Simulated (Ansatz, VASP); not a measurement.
# Two plane-wave programs on ZnSe4

```
Zn Se
1.0
     3.38187   -2.42424   -0.00040
     3.38187    2.42424   -0.00040
    -2.43363    0.00000    7.93417
Zn Se
1 4
Direct
  0.98679 0.01321 0.00000
  0.64923 0.67428 0.59661
  0.32572 0.35077 0.40339
  0.59478 0.94453 0.16788
  0.05547 0.40522 0.83212
```

Alike in both runs: functional PBE; k mesh 8 × 8 × 4; occupations gaussian, width 0.02 eV; no spin polarisation.

Ansatz relaxed the structure, and its values are those at the end. VASP's run is a single point on that final structure, the one shown.

|  | VASP | Ansatz |
| --- | --- | --- |
| version | VASP 6.6.1 | Ansatz 0.2.0 |
| potentials or method | VASP PAW PBE potentials, release 64 (Zn, Se), cutoff 520 eV | scalar-relativistic, plane waves, PAW |
| valence electrons in the cell | 36 | 76 |

```csv
,VASP,Ansatz,Ansatz less VASP
gap on the k mesh at the Fermi level (eV),0.76,0.77,+0.002
least direct gap on the mesh (eV),1.05,1.05,+0.002
pressure (GPa),0.1,0.0,-0.13
rms of the force components (eV/Å),0.012,0.002,-0.0100
```

VASP's potentials hold 36 valence electrons a cell and Ansatz's 76, so a difference there can come from the potentials and not from the codes.
